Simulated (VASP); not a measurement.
# TiSi in VASP: a series of runs, part 2 of 2

VASP 6.6.1.

**3. Single point, PBEsol**

INCAR

```
SYSTEM = TiSi
PREC = Accurate ; ENCUT = 520
EDIFF = 1E-7 ; ISMEAR = 0
SIGMA = 0.15 ; LREAL = .FALSE.
LASPH = .TRUE. ; NELM = 100
ALGO = Normal ; ISIF = 2
LWAVE = .FALSE. ; LCHARG = .FALSE.
GGA = PS ; NBANDS = 15
```

KPOINTS

```
Automatic mesh
0
G
  16 22 22
  0 0 0
```

POSCAR

```
TiSi
1.0
    3.7931646534      0.0000000000      0.0000000000
    0.0000000000      1.8028455841      2.0659937855
    0.0000000000     -1.8028455841      2.0659937855
Ti Si
1 1
Direct
    0.0000000000      0.0507344298      0.0507344298
    0.5000000000      0.5507655702      0.5507655702
```

Potentials or basis: VASP PAW PBE potentials, release 64 (Ti_sv, Si).

Run with:

```
cat potpaw_PBE.64/Ti_sv/POTCAR potpaw_PBE.64/Si/POTCAR > POTCAR
mpirun -np 1 vasp_std > vasp.out
```

OUTCAR:

```text
SYSTEM = TiSi
   PREC = Accurate
   ENCUT = 520
   EDIFF = 1E-7
   ISMEAR = 0
   LREAL = .FALSE.
   LASPH = .TRUE.
   NELM = 100
   ISIF = 2
   GGA = PS

 ion  position               nearest neighbor table
   1  0.000  0.051  0.051-   2 2.62   2 2.62   2 2.62   2 2.62   2 2.80   2 2.80   2 2.80   2 2.80

   2  0.500  0.551  0.551-   1 2.62   1 2.62   1 2.62   1 2.62   1 2.80   1 2.80   1 2.80   1 2.80

  LATTYP: Found a base centered orthorhombic cell.
 ALAT       =     3.6056911682
 B/A-ratio  =     1.1459626957
 C/A-ratio  =     1.0519937722

  Lattice vectors:

 A1 = (   0.0000000000,   1.8028455841,  -2.0659937855)
 A2 = (   0.0000000000,   1.8028455841,   2.0659937855)
 A3 = (   3.7931646534,   0.0000000000,   0.0000000000)

Analysis of symmetry for initial positions (statically):
=====================================================================
 Subroutine PRICEL returns:
 Original cell was already a primitive cell.

 Routine SETGRP: Setting up the symmetry group for a
 base centered orthorhombic supercell.

 Subroutine GETGRP returns: Found  4 space group operations
 (whereof  4 operations were pure point group operations)
 out of a pool of  8 trial point group operations.

The static configuration has the point symmetry C_2v.

Analysis of symmetry for dynamics (positions and initial velocities):
=====================================================================
 Subroutine PRICEL returns:
 Original cell was already a primitive cell.

 Routine SETGRP: Setting up the symmetry group for a
 base centered orthorhombic supercell.

 Subroutine GETGRP returns: Found  4 space group operations
 (whereof  4 operations were pure point group operations)
 out of a pool of  8 trial point group operations.

The dynamic configuration has the point symmetry C_2v.

 Subroutine INISYM returns: Found  4 space group operations
 (whereof  4 operations are pure point group operations),
 and found     1 'primitive' translations

----------------------------------------------------------------------------------------

                                     Primitive cell

  volume of cell :      28.2566

  direct lattice vectors                    reciprocal lattice vectors
     3.793164653  0.000000000  0.000000000     0.263632110  0.000000000  0.000000000
     0.000000000  1.802845584  2.065993785     0.000000000  0.277339338  0.242014281
     0.000000000 -1.802845584  2.065993785     0.000000000 -0.277339338  0.242014281

  length of vectors
     3.793164653  2.742003377  2.742003377     0.263632110  0.368086974  0.368086974

  position of ions in fractional coordinates (direct lattice)
     0.000000000  0.050734430  0.050734430
     0.500000000  0.550765570  0.550765570

  ion indices of the primitive-cell ions
   primitive index   ion index
                 1           1
                 2           2

----------------------------------------------------------------------------------------

 KPOINTS: Automatic mesh

Automatic generation of k-mesh.
 Grid dimensions read from file:
 generate k-points for:   16   22   22

 Generating k-lattice:

[... 41 lines left out ...]
  0.312500  0.090909 -0.000000      8.000000
 [... further k-points ...]
   k-points           NKPTS =   1197   k-points in BZ     NKDIM =   1197   number of bands    NBANDS=     15
   number of dos      NEDOS =    301   number of ions     NIONS =      2
   total plane-waves  NPLWV =  11200
   dimension x,y,z NGX =    28 NGY =   20 NGZ =   20
   dimension x,y,z NGXF=    56 NGYF=   40 NGZF=   40
   ions per type =               1   1
   NGX,Y,Z   is equivalent  to a cutoff of  12.27, 12.13, 12.13 a.u.
   NGXF,Y,Z  is equivalent  to a cutoff of  24.54, 24.25, 24.25 a.u.
 SYSTEM =  TiSi
   PREC   = accura    normal or accurate (medium, high low for compatibility)
   ISTART =      0    job   : 0-new  1-cont  2-samecut
   ICHARG =      2    charge: 1-file 2-atom 10-const
   ISPIN  =      1    spin polarized calculation?
   LNONCOLLINEAR =      F non collinear calculations
   LSORBIT =      F    spin-orbit coupling
   LASPH  =      T    aspherical Exc in radial PAW
   ENCUT  =  520.0 eV  38.22 Ry    6.18 a.u.   7.05  5.10  5.10*2*pi/ulx,y,z
   NELM   =    100;   NELMIN=  2; NELMDL= -5     # of ELM steps
   EDIFF  = 0.1E-06   stopping-criterion for ELM
   LREAL  =      F    real-space projection
   EDIFFG = 0.1E-05   stopping-criterion for IOM
   NSW    =      0    number of steps for IOM
   IBRION =     -1    ionic relax: 0-MD 1-quasi-New 2-CG
   NFREE  =      0    steps in history (QN), initial steepest desc. (CG)
   ISIF   =      2    stress and relaxation
   ISYM   =      2    0-nonsym 1-usesym 2-fastsym
   POTIM  = 0.5000    time-step for ionic-motion
   TEBEG  =    0.0;   TEEND  =   0.0 temperature during run
   PSTRESS=    0.0 pullay stress
   NELECT =      16.0000    total number of electrons
   NUPDOWN=      -1.0000    fix difference up-down
   EMIN   =  10.00;   EMAX   =-10.00  energy-range for DOS
   EFERMI =   0.00;   METHOD = LEGACY
   ISMEAR =     0;   SIGMA  =   0.15  broadening in eV -4-tet -1-fermi 0-gaus
   EFERMI_NEDOS =   21; number of points for ismear=-14 and -15
   IALGO  =     38    algorithm
   IMIX   =      4    mixing-type and parameters
     AMIX     =   0.40;   BMIX     =  1.00
     AMIX_MAG =   1.60;   BMIX_MAG =  1.00
  volume/ion in A,a.u.               =      14.13        95.34
  Fermi-wavevector in a.u.,A,eV,Ry     =   1.354384  2.559414 24.957921  1.834355
  Thomas-Fermi vector in A             =   2.481560
   LORBIT       =      0    0 simple, 1 ext, 2 COOP (PROOUT), +10 PAW based schemes
   GGA     = PS    functional components
   LHFCALC =     F    Hartree Fock is set to
   AEXX    =    0.0000 exact exchange contribution
   IVDW    =     0    specifies the selected vdW correction
   LEPSILON=     F    determine dielectric tensor
   LRPA    =     F    only Hartree local field effects (RPA)
 non-spin polarized calculation
 Gauss-broadening in eV      SIGMA  =   0.15
  energy-cutoff  :      520.00
  volume of cell :       28.26
 maximum number of plane-waves:       780
   NGX = 15   NGY = 11   NGZ = 11

 number of electron      16.0000010 magnetization

 Free energy of the ion-electron system (eV)
  ---------------------------------------------------
  ext. energy  EPLUGINS =         0.00000000
  ---------------------------------------------------
  free energy    TOTEN  =       -15.33352800 eV

  energy without entropy =      -15.32057874  energy(sigma->0) =      -15.32705337

 E-fermi :  10.4869     XC(G=0): -11.9961

 val. band max:       10.4829079254   @ k =   0.2500   0.4545   0.2727
 cond. band min:      10.4886891301   @ k =   0.3750   0.3636   0.2273
 fundamental gap:      0.0057812047
 Fermi energy:        10.4869436981

 k-point     1 :       0.0000    0.0000    0.0000
  band No.  band energies     occupation
      1     -45.9272      2.00000
      2     -22.4500      2.00000
      3     -21.9793      2.00000
      4     -21.8679      2.00000
      5      -1.4899      2.00000
      6       7.9159      2.00000
      7       8.6667      2.00000
      8       9.2443      2.00000
      9      12.2598      0.00000
     10      12.8810      0.00000
     11      13.6105      0.00000
     12      15.9820      0.00000
     13      16.6815      0.00000
     14      16.9652      0.00000
[... 401 lines left out ...]
      2     -22.4757      2.00000
      3     -22.0079      2.00000
      4     -21.8865      2.00000
      5      -0.5150      2.00000
      6       5.0295      2.00000
      7       9.4941      2.00000
      8      10.3878      1.64990
      9      11.4934      0.00000
     10      12.2448      0.00000
     11      13.4909      0.00000
     12      16.3211      0.00000
     13      18.0550      0.00000
     14      18.9456      0.00000
     15      19.6286      0.00000

 [... further k-points ...]

------------------------ aborting loop because EDIFF is reached ----------------------------------------

  FORCE on cell =-STRESS in cart. coord.  units (eV):
  Direction    XX          YY          ZZ          XY          YZ          ZX
  --------------------------------------------------------------------------------------
  -------------------------------------------------------------------------------------
  Total       -0.0029935      0.0410910     -0.0121950      0.0000000      0.0000000      0.0000000
  in kB       -0.1697356      2.3299045     -0.6914707      0.0000000      0.0000000      0.0000000
  external PRESSURE =       0.4895661 kB  Pullay stress =       0.0000000 kB

 VOLUME and BASIS-vectors are now :
 -----------------------------------------------------------------------------
  energy-cutoff  :      520.00
  volume of cell :       28.26
      direct lattice vectors                 reciprocal lattice vectors
     3.793164653  0.000000000  0.000000000     0.263632110  0.000000000  0.000000000
     0.000000000  1.802845584  2.065993785     0.000000000  0.277339338  0.242014281
     0.000000000 -1.802845584  2.065993785     0.000000000 -0.277339338  0.242014281

 POSITION                                       TOTAL-FORCE (eV/Angst)
 -----------------------------------------------------------------------------------
      0.00000      0.00000      0.20963         0.000000      0.000000      0.000125
      1.89658      0.00000      2.27576         0.000000      0.000000     -0.000125
 -----------------------------------------------------------------------------------
    total drift:                               -0.000000     -0.000000     -0.000079

  FREE ENERGIE OF THE ION-ELECTRON SYSTEM (eV)
  ---------------------------------------------------
  free  energy   TOTEN  =       -15.3335280038 eV

  energy  without entropy=      -15.3205787357  energy(sigma->0) =      -15.32705337
```

stdout:

```text
POSCAR found type information on POSCAR TiSi
 POSCAR found :  2 types and       2 ions
 scaLAPACK will be used
 -----------------------------------------------------------------------------
|                                                                             |
|                                                                             |
|     You enforced a specific xc type in the INCAR file but a different       |
|     I HOPE YOU KNOW WHAT YOU ARE DOING!                                     |
|                                                                             |
 -----------------------------------------------------------------------------

 LDA part: xc-table for (Slater+PW92), standard interpolation
 POSCAR, INCAR and KPOINTS ok, starting setup
 FFT: planning ... GRIDC
 FFT: planning ... GRID_SOFT
 FFT: planning ... GRID
 WAVECAR not read
 entering main loop
```

Run time: 4.5 min. Hardware: 1 thread of Intel Xeon Platinum 8259CL at 2.50GHz (Skylake/Cascade Lake), shared host; peak memory 0.56 GiB.

Results:

* Free energy: -15.3335 eV
* Pressure: 0.0 GPa
* Band gap on the k mesh: zero (bands 8 and 9 overlap by 1.78 eV)

Caveat: the PAW data sets were made with another functional, which shifts forces and pressure a little.

**4. Single point, PBEsol**

INCAR

```
  PREC = Accurate
  ENCUT = 520
  EDIFF = 1E-6
  ISMEAR = 0
  SIGMA = 0.15
  LREAL = F
  LASPH = T
  NELM = 80
  ALGO = Normal
  ISIF = 2
  LWAVE = F
  LCHARG = F
  GGA = PS
  NBANDS = 15
```

KPOINTS

```
Automatic mesh
0
Gamma
  18 24 24
```

POSCAR is that of step 3.

Run with:

```
cat potpaw_PBE.64/Ti_sv/POTCAR potpaw_PBE.64/Si/POTCAR > POTCAR
mpirun -np 1 vasp_std > vasp.out
```

It took 5.1 min on 1 thread of Intel Xeon Platinum 8259CL at 2.50GHz (Skylake/Cascade Lake), shared host; peak memory 0.7 GiB.

It converged, with:

* Free energy: -15.3339 eV
* Pressure: 0.0 GPa
* Band gap on the k mesh: zero (bands 8 and 9 overlap by 1.85 eV)

Stress tensor (GPa, compression positive):
```
 0.05  0.00  0.00
 0.00  0.15  0.00
 0.00  0.00 -0.06
```

Levels at points of the mesh, in eV from the Fermi level:
| k point | band 5 | band 6 | band 7 | band 8 | band 9 | band 10 | band 11 | band 12 |
| --- | --- | --- | --- | --- | --- | --- | --- | --- |
| (0.00, 0.00, 0.00) | -11.98 | -2.58 | -1.83 | -1.25 | 1.77 | 2.39 | 3.12 | 5.49 |
| (0.50, 0.00, 0.00) | -10.61 | -6.65 | -0.95 | 0.46 | 0.75 | 1.71 | 3.19 | 6.93 |
| (0.00, 0.50, 0.00) | -7.69 | -6.54 | -3.04 | -0.86 | 1.67 | 2.46 | 4.46 | 4.76 |
| (0.50, 0.50, 0.00) | -8.06 | -5.00 | -2.62 | -1.78 | 1.35 | 1.83 | 1.99 | 3.36 |
| (0.00, 0.50, 0.50) | -5.80 | -3.74 | -1.67 | -1.36 | -0.98 | -0.44 | 2.94 | 3.24 |
| (0.50, 0.50, 0.50) | -4.96 | -3.98 | -3.56 | -2.88 | 2.19 | 2.49 | 2.81 | 4.16 |

Caveat: the PAW data sets were made with another functional, which shifts forces and pressure a little.

**5. Overview**

| k mesh | gap on the mesh (eV) | pressure (GPa) |
| --- | --- | --- |
| 10 × 12 × 12 | none | 0.0 |
| 16 × 22 × 22 | none | 0.0 |
| 18 × 24 × 24 | none | 0.0 |

Alike in all rows: task single point; level PBEsol; potentials or basis VASP PAW PBE potentials, release 64 (Ti_sv, Si); no spin polarisation; cell as given; cutoff (eV) 520; smearing gaussian 0.15 eV.

Caveats: the PAW data sets were made with another functional, which shifts forces and pressure a little.

Absolute energies hang on the potentials; compare differences alone.

The gap in the log of VASP goes by the Fermi energy; the results here count the filled bands.